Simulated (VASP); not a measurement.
A run of VASP 6.6.1 is set up as follows.

Contents of INCAR:

```
SYSTEM = Be2ZnSe3
PREC = Accurate ; ENCUT = 520
EDIFF = 1E-7 ; ISMEAR = 0
SIGMA = 0.1 ; LREAL = .False.
LASPH = .True. ; NELM = 60
ALGO = Normal ; ISIF = 2
LWAVE = .False. ; LCHARG = .False.
GGA = PE ; NBANDS = 26
```

The input KPOINTS:

```
regular mesh
0
Gamma
  12 12 4
  0 0 0
```

The input POSCAR:

```
Be2ZnSe3
1.0
    3.4698046657      0.0000000000      0.0000000000
    0.0000000000      3.4698046657      0.0000000000
    0.0000000000      0.0000000000     11.9540989200
Be Zn Se
2 1 3
Direct
    0.0000000000      0.5000000000      0.5671667593
    0.5000000000      0.0000000000      0.4328332407
    0.0000000000      0.0000000000      0.0000000000
    0.0000000000      0.5000000000      0.3830112060
    0.5000000000      0.0000000000      0.6169887940
    0.5000000000      0.5000000000      0.0000000000
```

Potentials or basis: VASP PAW PBE potentials, release 64 (Be, Zn, Se).

Launch:

```sh
$ cat potpaw_PBE.64/Be/POTCAR potpaw_PBE.64/Zn/POTCAR potpaw_PBE.64/Se/POTCAR > POTCAR
$ mpirun -np 1 vasp_std > vasp.out
```

Predict the pressure.

0.2 GPa.

Estimate the band gap on the k mesh.

zero (band 17 reaches 2.30 eV, above the bottom of band 18 at 0.93 eV).

Predict the largest force.

0.022 eV/Å.

Forces in eV/Å, atoms in the order of the input:
```
Be   0.000  0.000  0.017
Be   0.000  0.000 -0.017
Zn   0.000  0.000  0.000
Se   0.000  0.000 -0.022
Se   0.000  0.000  0.022
Se   0.000  0.000  0.000
```
